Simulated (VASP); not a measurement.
Set up this calculation in VASP 6.6.1, as the native input.

```yaml
Task: single point
Functional: LDA
Potentials_or_basis: VASP PAW LDA potentials, release 64 (Al, N)
Cutoff: 520 eV
k_mesh: 10 × 10 × 10
Occupations: fermi-dirac, width 0.02 eV
Spin: no spin polarisation
Dipole_correction: no
Further_INCAR_settings: ALGO = Normal; EDIFF = 1e-07; NBANDS = 11
```

The structure of AlN lies in POSCAR:

```
AlN
1.0
    0.0000000000      1.9647244322      1.9647244322
    1.9647244322      0.0000000000      1.9647244322
    1.9647244322      1.9647244322      0.0000000000
Al N
1 1
Direct
    0.0000000000      0.0000000000      0.0000000000
    0.5000000000      0.5000000000      0.5000000000
```

This cell differs from its parent crystal: volume scaled by 0.98.

The input as run:

INCAR

```
SYSTEM = AlN
PREC = Accurate
ENCUT = 520
EDIFF = 1E-7
ISMEAR = -1
SIGMA = 0.02
LREAL = .FALSE.
LASPH = .TRUE.
NELM = 60
ALGO = Normal
ISIF = 2
LWAVE = .FALSE.
LCHARG = .FALSE.
NBANDS = 11
```

KPOINTS

```
regular mesh
0
G
  10 10 10
  0 0 0
```

Potentials or basis: VASP PAW LDA potentials, release 64 (Al, N).

Run with:

```console
$ cat potpaw_LDA.64/Al/POTCAR potpaw_LDA.64/N/POTCAR > POTCAR
$ mpirun -np 1 vasp_std > vasp.out
```

It gave:

| Quantity | Value |
| --- | --- |
| Pressure | 20.1 GPa |
| Band gap on the k mesh | 5.03 eV, indirect (least direct gap 7.07 eV) |

Wall time 11 s on 1 thread of Intel Xeon 8259CL (shared host), peak memory 0.13 GiB.
